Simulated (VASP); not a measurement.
Input of a VASP 6.6.1 run:

Contents of POSCAR:

```
Re
1.0
    4.9237730344      0.0000000000      0.0000000000
    0.0000000000      4.9237730344      0.0000000000
    0.0000000000      0.0000000000      4.9237730344
Re
8
Direct
    1.0000000000      1.0000000000      0.0000000000
    0.5000000000      0.5000000000      0.5000000000
    0.2500000000      1.0000000000      0.5000000000
    0.7500000000      0.0000000000      0.5000000000
    0.5000000000      0.2500000000      1.0000000000
    0.5000000000      0.7500000000      1.0000000000
    1.0000000000      0.5000000000      0.2500000000
    0.0000000000      0.5000000000      0.7500000000
```

File INCAR.step1:

```
PREC = Accurate ; ENCUT = 520
ISMEAR = -1 ; SIGMA = 0.1
LREAL = F ; LASPH = T
NELM = 80 ; NBANDS = 38
GGA = PE ; ALGO = Normal
EDIFF = 1E-4 ; LWAVE = T
LCHARG = F
```

File INCAR.step2:

```
PREC = Accurate ; ENCUT = 520
EDIFF = 1E-6 ; ISMEAR = -1
SIGMA = 0.1 ; LREAL = F
LASPH = T ; NELM = 80
ALGO = Normal ; ISIF = 2
LWAVE = F ; LCHARG = F
METAGGA = R2SCAN ; LMIXTAU = T
NBANDS = 38 ; ISTART = 1
```

The input KPOINTS:

```
regular mesh
0
Gamma
  7 7 7
```

Potentials or basis: VASP PAW PBE potentials, release 64 (Re).

Launch:

```bash
$ cat potpaw_PBE.64/Re/POTCAR > POTCAR
$ cp INCAR.step1 INCAR
$ mpirun -np 1 vasp_std > vasp.out
$ cp INCAR.step2 INCAR
$ mpirun -np 1 vasp_std > vasp.out
```

Task: Predict the pressure.

Result: 0.0 GPa.

Task: Predict the band gap on the k mesh.

Result: Zero (band 28 reaches 8.49 eV, above the bottom of band 29 at 8.15 eV).

Caveat: the PAW data sets were made with another functional, which shifts forces and pressure a little; spin-orbit coupling is left out, which moves the levels of the heavy elements.
